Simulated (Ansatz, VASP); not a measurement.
## Two plane-wave programs on C

Contents of INCAR:

```
SYSTEM = C
  ALGO = Normal
  EDIFF = 1E-7
  EDIFFG = -0.002
  ENCUT = 520
  GGA = CA
  GGA_COMPAT = .False.
  IBRION = 2
  ISIF = 2
  ISMEAR = 0
  LASPH = .True.
  LCHARG = .False.
  LREAL = .False.
  LWAVE = .False.
  NELM = 120
  NELMIN = 4
  NSW = 60
  PREC = Accurate
  SIGMA = 0.02
```

KPOINTS

```
k-points
0
Gamma
  9 9 9
  0 0 0
```

POSCAR

```
C
1.0
    0.0197327715      1.7589940041      1.7589940041
    1.7589940041      0.0197327715      1.7589940041
    1.7589940041      1.7589940041      0.0197327715
C
2
Direct
    0.0002018756      0.0002018756      0.0002018756
    0.2497981244      0.2497981244      0.2497981244
```

Input for Ansatz:

```yaml
crystal:
  lattice:
    - [0.0197327715, 1.7589940041, 1.7589940041]
    - [1.7589940041, 0.0197327715, 1.7589940041]
    - [1.7589940041, 1.7589940041, 0.0197327715]
  atoms:
    - { symbol: C, position: [0.0002018756, 0.0002018756, 0.0002018756] }
    - { symbol: C, position: [0.2497981244, 0.2497981244, 0.2497981244] }
basis:
  ecutwfc: 420
kpoints:
  mp_grid: { grid: [9, 9, 9] }
hamiltonian:
  xc: lda
  pseudopotentials: { kind: paw, azcp: { folder: soft_1 } }
scf:
  occupations: { method: gaussian, width: 0.02 }
output:
  forces: true
  stress: true
  eigenvalues: true
relax:
  adjacent_minimum: "off"
  f_tol: 0.002
  max_steps: 40
```

Change from the starting cell: strained cell.

Alike in both runs: task relaxation of the atoms; functional LDA; k mesh 9 × 9 × 9; occupations gaussian, width 0.02 eV; no spin polarisation.

```csv
,VASP,Ansatz
version,VASP 6.6.1,Ansatz 0.2.0
potentials or method,"VASP PAW LDA potentials, release 64 (C), cutoff 520 eV","scalar-relativistic, plane waves, PAW"
valence electrons in the cell,8,8
```

|  | VASP | Ansatz | Ansatz less VASP |
| --- | --- | --- | --- |
| gap on the k mesh at the Fermi level, each at its own relaxed structure (eV) | 4.23 | 4.24 | +0.007 |

Ansatz warns that its potentials were made for another functional, while VASP's fit it. LDA's correlation is that of Perdew and Zunger in VASP and of Perdew and Wang (1992) in Ansatz. Ansatz's warnings: stress scf threshold loose.
